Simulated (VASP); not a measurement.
Input of a VASP 6.6.1 run:

Contents of INCAR:

```
ALGO = Fast
EDIFF = 1E-7
ENCUT = 520
GGA = PS
ISIF = 2
ISMEAR = 0
LASPH = T
LCHARG = T
LELF = T
LREAL = F
LVHAR = T
LWAVE = F
NBANDS = 10
NELM = 80
PREC = Accurate
SIGMA = 0.15
```

KPOINTS

```
k-points
0
Gamma
  30 30 30
```

POSCAR

```
Ir
1.0
    0.0000000000      2.1497523559      1.5198749156
    2.1497523559      0.0000000000      1.5198749156
    2.1497523559      2.1497523559      0.0000000000
Ir
1
Direct
    0.0000000000      0.0000000000      0.0000000000
```

Potentials or basis: VASP PAW PBE potentials, release 64 (Ir).

Command:

```bash
$ cat potpaw_PBE.64/Ir/POTCAR > POTCAR
$ mpirun -np 1 vasp_std > vasp.out
```

Question: Estimate the pressure.

Answer: 14.6 GPa.

Question: What does it give for the band gap on the k mesh?

Answer: Zero (an odd number of electrons rules out a gap without spin polarisation).

Caveat: the cell stands under pressure; the PAW data sets were made with another functional, which shifts forces and pressure a little; spin-orbit coupling is left out, which moves the levels of the heavy elements.
